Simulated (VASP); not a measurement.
# H4RuCl (P4/mmm) in VASP: notebook

The runs below take H4RuCl through single point, with PBE.

Everything below comes from runs of VASP 6.6.1. Logs are shortened: lines on timing, memory, paths and dates and some standing lists are left out, and cuts for length are marked.

### Step 1. The cell of the first run

The structure is tetragonal, space group P4/mmm (No. 123). Conventional cell: a = 3.578 Å, b = 3.578 Å, c = 4.507 Å, α = 90.00°, β = 90.00°, γ = 90.00°. H (site symmetry mmm) has 2 Ru at 1.79 Å within 2.4 Å. H (site symmetry 4mm) has 1 H at 0.83 Å within 1.1 Å. Ru (site symmetry 4/mmm) has 6 H at 1.79 to 1.84 Å within 2.4 Å. Cl (site symmetry 4/mmm) has 16 H at 2.56 to 2.88 Å and 8 Ru at 3.39 Å within 3.4 Å.

### Step 2. Single point, PBE, collinear spin, ferromagnetic start

Contents of INCAR:

```
SYSTEM = H4RuCl
PREC = Accurate ; ENCUT = 520
EDIFF = 1E-6 ; ISMEAR = 0
SIGMA = 0.1 ; LREAL = .False.
LASPH = .True. ; NELM = 150
ALGO = Normal ; ISIF = 2
LWAVE = .False. ; LCHARG = .False.
ISPIN = 2 ; MAGMOM = 0 0 0 0 1 0
LORBIT = 11 ; LMAXMIX = 4
GGA = PE ; NBANDS = 26
```

Contents of KPOINTS:

```
Automatic mesh
0
Gamma
  6 6 4
  0 0 0
```

Contents of POSCAR:

```
H4RuCl
1.0
    3.5777422425      0.0000000000      0.0000000000
    0.0000000000      3.5777422425      0.0000000000
    0.0000000000      0.0000000000      4.5065161598
H Ru Cl
4 1 1
Direct
    0.5000000000      0.0000000000      0.0000000000
    0.0000000000      0.5000000000      0.0000000000
    0.0000000000      0.0000000000      0.4075603752
    0.0000000000      0.0000000000      0.5924396248
    0.0000000000      0.0000000000      0.0000000000
    0.5000000000      0.5000000000      0.5000000000
```

Potentials or basis: VASP PAW PBE potentials, release 64 (H, Ru_pv, Cl).

Run with:

```sh
cat potpaw_PBE.64/H/POTCAR potpaw_PBE.64/Ru_pv/POTCAR potpaw_PBE.64/Cl/POTCAR > POTCAR
mpirun -np 1 vasp_std > vasp.out
```

OUTCAR:

```text
SYSTEM = H4RuCl
   PREC = Accurate
   ENCUT = 520
   EDIFF = 1E-6
   ISMEAR = 0
   LREAL = .False.
   LASPH = .True.
   NELM = 150
   ISIF = 2
   ISPIN = 2
   LORBIT = 11
   GGA = PE

 ion  position               nearest neighbor table
   1  0.500  0.000  0.000-   5 1.79   5 1.79
   2  0.000  0.500  0.000-   5 1.79   5 1.79
   3  0.000  0.000  0.408-   4 0.83   5 1.84
   4  0.000  0.000  0.592-   3 0.83   5 1.84
   5  0.000  0.000  0.000-   1 1.79   2 1.79   2 1.79   1 1.79   3 1.84   4 1.84
   6  0.500  0.500  0.500-

  LATTYP: Found a simple tetragonal cell.
 ALAT       =     3.5777422425
 C/A-ratio  =     1.2595977727

  Lattice vectors:

 A1 = (   3.5777422425,   0.0000000000,   0.0000000000)
 A2 = (   0.0000000000,   3.5777422425,   0.0000000000)
 A3 = (   0.0000000000,   0.0000000000,   4.5065161598)

Analysis of symmetry for initial positions (statically):
=====================================================================
 Subroutine PRICEL returns:
 Original cell was already a primitive cell.

 Routine SETGRP: Setting up the symmetry group for a
 simple tetragonal supercell.

 Subroutine GETGRP returns: Found 16 space group operations
 (whereof 16 operations were pure point group operations)
 out of a pool of 16 trial point group operations.

The static configuration has the point symmetry D_4h.

Analysis of symmetry for dynamics (positions and initial velocities):
=====================================================================
 Subroutine PRICEL returns:
 Original cell was already a primitive cell.

 Routine SETGRP: Setting up the symmetry group for a
 simple tetragonal supercell.

 Subroutine GETGRP returns: Found 16 space group operations
 (whereof 16 operations were pure point group operations)
 out of a pool of 16 trial point group operations.

The dynamic configuration has the point symmetry D_4h.

Analysis of structural, dynamic, and magnetic symmetry:
=====================================================================
 Subroutine PRICEL returns:
 Original cell was already a primitive cell.

 Routine SETGRP: Setting up the symmetry group for a
 simple tetragonal supercell.

 Subroutine GETGRP returns: Found 16 space group operations
 (whereof 16 operations were pure point group operations)
 out of a pool of 16 trial point group operations.

The overall configuration has the point symmetry D_4h.

 Subroutine INISYM returns: Found 16 space group operations
 (whereof 16 operations are pure point group operations),
 and found     1 'primitive' translations

----------------------------------------------------------------------------------------

                                     Primitive cell

  volume of cell :      57.6845

  direct lattice vectors                    reciprocal lattice vectors
     3.577742242  0.000000000  0.000000000     0.279505882  0.000000000  0.000000000
     0.000000000  3.577742242  0.000000000     0.000000000  0.279505882  0.000000000
     0.000000000  0.000000000  4.506516160     0.000000000  0.000000000  0.221900902

  length of vectors
     3.577742242  3.577742242  4.506516160     0.279505882  0.279505882  0.221900902

  position of ions in fractional coordinates (direct lattice)
     0.500000000  0.000000000  0.000000000
     0.000000000  0.500000000  0.000000000
     0.000000000  0.000000000  0.407560375
     0.000000000  0.000000000  0.592439625
     0.000000000  0.000000000  0.000000000
     0.500000000  0.500000000  0.500000000

  ion indices of the primitive-cell ions
   primitive index   ion index
                 1           1
                 2           2
                 3           3
                 4           4
                 5           5
                 6           6

----------------------------------------------------------------------------------------

 KPOINTS: Automatic mesh

Automatic generation of k-mesh.
 Grid dimensions read from file:
 generate k-points for:    6    6    4

 Generating k-lattice:

  Cartesian coordinates                     Fractional coordinates (reciprocal lattice)
     0.046584314  0.000000000  0.000000000     0.166666667  0.000000000  0.000000000
     0.000000000  0.046584314  0.000000000     0.000000000  0.166666667  0.000000000
     0.000000000  0.000000000  0.055475225     0.000000000  0.000000000  0.250000000

  Length of vectors
     0.046584314  0.046584314  0.055475225

  Shift w.r.t. Gamma in fractional coordinates (k-lattice)
     0.000000000  0.000000000  0.000000000

 Subroutine IBZKPT returns following result:
 ===========================================

 Found     30 irreducible k-points:

 Following reciprocal coordinates:
            Coordinates               Weight
  0.000000  0.000000  0.000000      1.000000
  0.166667  0.000000  0.000000      4.000000
  0.333333  0.000000  0.000000      4.000000
  0.500000  0.000000  0.000000      2.000000
  0.166667  0.166667  0.000000      4.000000
  0.333333  0.166667  0.000000      8.000000
[... 16 lines left out ...]
  0.333333  0.000000  0.500000      4.000000
  0.500000  0.000000  0.500000      2.000000
 [... further k-points ...]
   k-points           NKPTS =     30   k-points in BZ     NKDIM =     30   number of bands    NBANDS=     26
   number of dos      NEDOS =    301   number of ions     NIONS =      6
   total plane-waves  NPLWV =  28224
   dimension x,y,z NGX =    28 NGY =   28 NGZ =   36
   dimension x,y,z NGXF=    56 NGYF=   56 NGZF=   72
   ions per type =               4   1   1
   NGX,Y,Z   is equivalent  to a cutoff of  13.01, 13.01, 13.28 a.u.
   NGXF,Y,Z  is equivalent  to a cutoff of  26.02, 26.02, 26.56 a.u.
 SYSTEM =  H4RuCl
   PREC   = accura    normal or accurate (medium, high low for compatibility)
   ISTART =      0    job   : 0-new  1-cont  2-samecut
   ICHARG =      2    charge: 1-file 2-atom 10-const
   ISPIN  =      2    spin polarized calculation?
   LNONCOLLINEAR =      F non collinear calculations
   LSORBIT =      F    spin-orbit coupling
   LASPH  =      T    aspherical Exc in radial PAW
   ENCUT  =  520.0 eV  38.22 Ry    6.18 a.u.   6.65  6.65  8.38*2*pi/ulx,y,z
   NELM   =    150;   NELMIN=  2; NELMDL= -5     # of ELM steps
   EDIFF  = 0.1E-05   stopping-criterion for ELM
   LREAL  =      F    real-space projection
[... 7 lines left out ...]
   TEBEG  =    0.0;   TEEND  =   0.0 temperature during run
   PSTRESS=    0.0 pullay stress
   NELECT =      25.0000    total number of electrons
   NUPDOWN=      -1.0000    fix difference up-down
   EMIN   =  10.00;   EMAX   =-10.00  energy-range for DOS
   EFERMI =   0.00;   METHOD = LEGACY
   ISMEAR =     0;   SIGMA  =   0.10  broadening in eV -4-tet -1-fermi 0-gaus
   EFERMI_NEDOS =   21; number of points for ismear=-14 and -15
   IALGO  =     38    algorithm
   IMIX   =      4    mixing-type and parameters
     AMIX     =   0.40;   BMIX     =  1.00
     AMIX_MAG =   1.60;   BMIX_MAG =  1.00
  volume/ion in A,a.u.               =       9.61        64.88
  Fermi-wavevector in a.u.,A,eV,Ry     =   1.238897  2.341176 20.883112  1.534865
  Thomas-Fermi vector in A             =   2.373403
   LORBIT       =     11    0 simple, 1 ext, 2 COOP (PROOUT), +10 PAW based schemes
   GGA     = PE    functional components
   LHFCALC =     F    Hartree Fock is set to
   AEXX    =    0.0000 exact exchange contribution
   IVDW    =     0    specifies the selected vdW correction
   LEPSILON=     F    determine dielectric tensor
   LRPA    =     F    only Hartree local field effects (RPA)
 spin polarized calculation
 Gauss-broadening in eV      SIGMA  =   0.10
  energy-cutoff  :      520.00
  volume of cell :       57.68
 maximum number of plane-waves:      1569
 NGX is ok and might be reduce to    28
   NGX = 13   NGY = 13   NGZ = 17

 number of electron      25.0000009 magnetization       2.1977927

 Free energy of the ion-electron system (eV)
  ---------------------------------------------------
  ext. energy  EPLUGINS =         0.00000000
  ---------------------------------------------------
  free energy    TOTEN  =       -20.57809619 eV

  energy without entropy =      -20.55594533  energy(sigma->0) =      -20.56702076

 E-fermi :   2.8427     XC(G=0): -10.1063

 val. band max:        2.8296804828   @ k =   0.3333   0.3333   0.2500
 cond. band min:       2.8447391992   @ k =   0.5000   0.1667   0.0000
 fundamental gap:      0.0150587164
 Fermi energy:         2.8426887752

 spin component 1

 k-point     1 :       0.0000    0.0000    0.0000
  band No.  band energies     occupation
      1     -40.2381      1.00000
      2     -40.1737      1.00000
      3     -40.1737      1.00000
      4     -11.7832      1.00000
      5      -4.2978      1.00000
      6      -3.0984      1.00000
[... 637 lines left out ...]
     23      15.7362      0.00000
     24      15.9100      0.00000

 [... further k-points ...]

 spin component 2

 k-point     1 :       0.0000    0.0000    0.0000
  band No.  band energies     occupation
      1     -38.9724      1.00000
      2     -38.9704      1.00000
      3     -38.9704      1.00000
      4     -11.3383      1.00000
      5      -4.0621      1.00000
      6      -2.8294      1.00000
[... 637 lines left out ...]
     23      16.0326      0.00000
     24      16.1714      0.00000

 [... further k-points ...]

 [bands above 24 left out]

------------------------ aborting loop because EDIFF is reached ----------------------------------------

  FORCE on cell =-STRESS in cart. coord.  units (eV):
  Direction    XX          YY          ZZ          XY          YZ          ZX
  --------------------------------------------------------------------------------------
  -------------------------------------------------------------------------------------
  Total       -0.0517317     -0.0517317     -0.0784351      0.0000000      0.0000000      0.0000000
  in kB       -1.4368395     -1.4368395     -2.1785209      0.0000000      0.0000000      0.0000000
  external PRESSURE =      -1.6840666 kB  Pullay stress =       0.0000000 kB

 VOLUME and BASIS-vectors are now :
 -----------------------------------------------------------------------------
  energy-cutoff  :      520.00
  volume of cell :       57.68
      direct lattice vectors                 reciprocal lattice vectors
     3.577742242  0.000000000  0.000000000     0.279505882  0.000000000  0.000000000
     0.000000000  3.577742242  0.000000000     0.000000000  0.279505882  0.000000000
     0.000000000  0.000000000  4.506516160     0.000000000  0.000000000  0.221900902

 POSITION                                       TOTAL-FORCE (eV/Angst)
 -----------------------------------------------------------------------------------
      1.78887      0.00000      0.00000         0.000000     -0.000000      0.000000
      0.00000      1.78887      0.00000         0.000000     -0.000000      0.000000
      0.00000      0.00000      1.83668         0.000000      0.000000      0.000962
      0.00000      0.00000      2.66984        -0.000000     -0.000000     -0.000962
      0.00000      0.00000      0.00000         0.000000     -0.000000      0.000000
      1.78887      1.78887      2.25326         0.000000     -0.000000      0.000000
 -----------------------------------------------------------------------------------
    total drift:                                0.000000      0.000000      0.000000

  FREE ENERGIE OF THE ION-ELECTRON SYSTEM (eV)
  ---------------------------------------------------
  free  energy   TOTEN  =       -20.5780961867 eV

  energy  without entropy=      -20.5559453287  energy(sigma->0) =      -20.56702076

 total charge

# of ion       s       p       d       tot
------------------------------------------
    1        0.537   0.015   0.000   0.552
    2        0.537   0.015   0.000   0.552
    3        0.560   0.029   0.000   0.589
    4        0.560   0.029   0.000   0.589
    5        0.289   6.175   5.903  12.366
    6        1.628   3.391   0.000   5.020
--------------------------------------------------
tot          4.112   9.653   5.903  19.667

 magnetization (x)

# of ion       s       p       d       tot
------------------------------------------
    1       -0.006   0.002   0.000  -0.004
    2       -0.006   0.002   0.000  -0.004
    3        0.008   0.001   0.000   0.009
    4        0.008   0.001   0.000   0.009
    5        0.019   0.011   1.604   1.634
    6        0.008   0.376   0.000   0.384
--------------------------------------------------
tot          0.031   0.393   1.604   2.028
```

Wall time 70 s (1 thread of AMD EPYC 7R43 (Zen 3), shared host); peak memory 0.19 GiB.

What came out:

```yaml
Free_energy: -20.5781 eV
Pressure: -0.2 GPa
Net_moment: 2.20 μB per cell
Site_moments: H -0.00, +0.01; Ru +1.63; Cl +0.38 μB
Valence_electrons_inside_the_program's_atomic_spheres: H 0.55, 0.59; Ru 12.37; Cl 5.02
```

### Step 3. Single point, PBE, collinear spin, ferromagnetic start

This run uses another cell than the first one, of 9.86 Å³/atom, 1.026 times its volume.

Contents of INCAR:

```
SYSTEM = H4RuCl
ALGO = Normal
EDIFF = 1E-6
ENCUT = 520
GGA = PE
ISIF = 2
ISMEAR = 0
ISPIN = 2
LASPH = .True.
LCHARG = .True.
LELF = .True.
LMAXMIX = 4
LORBIT = 11
LREAL = .False.
LVHAR = .True.
LWAVE = .False.
MAGMOM = 0 0 0 0 1 0
NBANDS = 26
NELM = 150
PREC = Accurate
SIGMA = 0.1
```

Contents of KPOINTS:

```
k-points
0
Gamma
  6 6 4
  0 0 0
```

Contents of POSCAR:

```
H4RuCl
1.0
    3.2502473400      0.0000000000      0.0000000000
    0.0000000000      3.2502473400      0.0000000000
    0.0000000000      0.0000000000      5.6022478300
H Ru Cl
4 1 1
Direct
    0.5000000000      0.0000000000      0.0000000000
    0.0000000000      0.5000000000      0.0000000000
    0.0000000000      0.0000000000      0.2770000100
    0.0000000000      0.0000000000      0.7229999900
    0.0000000000      0.0000000000      0.0000000000
    0.5000000000      0.5000000000      0.5000000000
```

Potentials or basis: VASP PAW PBE potentials, release 64 (H, Ru_pv, Cl).

Run with:

```sh
cat potpaw_PBE.64/H/POTCAR potpaw_PBE.64/Ru_pv/POTCAR potpaw_PBE.64/Cl/POTCAR > POTCAR
mpirun -np 1 vasp_std > vasp.out
```

Run time: 68 s. Hardware: 1 thread of AMD EPYC 7R43 (Zen 3), shared host; peak memory 0.18 GiB.

The run converged. Its results:

| Quantity | Value |
| --- | --- |
| Free energy | -19.3475 eV |
| Pressure | 10.8 GPa |
| Largest force | 2.689 eV/Å |
| Net moment | 1.43 μB per cell |
| Site moments | H -0.01, -0.00; Ru +1.26; Cl +0.11 μB |
| Valence electrons inside the program's atomic spheres | H 0.64, 0.50; Ru 12.86; Cl 4.97 |

Forces on the atoms (eV/Å):
```
H    0.000  0.000  0.000
H    0.000  0.000  0.000
H    0.000  0.000  2.689
H    0.000  0.000 -2.689
Ru   0.000  0.000  0.000
Cl   0.000  0.000  0.000
```

Stress tensor (GPa, compression positive):
```
 6.82  0.00  0.00
 0.00  6.82  0.00
 0.00  0.00 18.65
```

Levels at points of the mesh, in eV from the Fermi level:
Spin up:
```
           k point  band 11  band 12  band 13  band 14  band 15  band 16
(0.00, 0.00, 0.00)    -0.55    -0.55    -0.34     1.42     6.04    10.31
(0.50, 0.00, 0.00)    -0.85    -0.80    -0.62    -0.12     1.40     8.64
(0.50, 0.50, 0.00)    -1.31    -1.07    -1.07    -0.34     0.08     2.66
(0.00, 0.00, 0.50)    -0.80    -0.34    -0.23    -0.23     7.70     9.07
(0.50, 0.00, 0.50)    -0.80    -0.66    -0.18     1.07     1.23     9.17
(0.50, 0.50, 0.50)    -1.26    -1.26    -1.20    -0.82    -0.34     3.46
```
Spin down:
| k point | band 10 | band 11 | band 12 | band 13 | band 14 | band 15 |
| --- | --- | --- | --- | --- | --- | --- |
| (0.00, 0.00, 0.00) | -0.41 | 0.25 | 0.25 | 0.79 | 1.52 | 6.22 |
| (0.50, 0.00, 0.00) | -0.78 | -0.28 | 0.08 | 0.20 | 0.37 | 1.92 |
| (0.50, 0.50, 0.00) | -1.02 | -1.02 | -0.84 | -0.84 | 0.14 | 0.29 |
| (0.00, 0.00, 0.50) | -0.60 | -0.60 | 0.51 | 0.51 | 0.79 | 7.78 |
| (0.50, 0.00, 0.50) | -0.59 | -0.06 | -0.04 | 0.36 | 1.34 | 1.62 |
| (0.50, 0.50, 0.50) | -1.45 | -1.16 | -0.43 | -0.35 | -0.35 | 0.29 |

Caveat: forces of over 1 eV/Å act on the atoms, so gaps and moduli don't describe the material at rest.
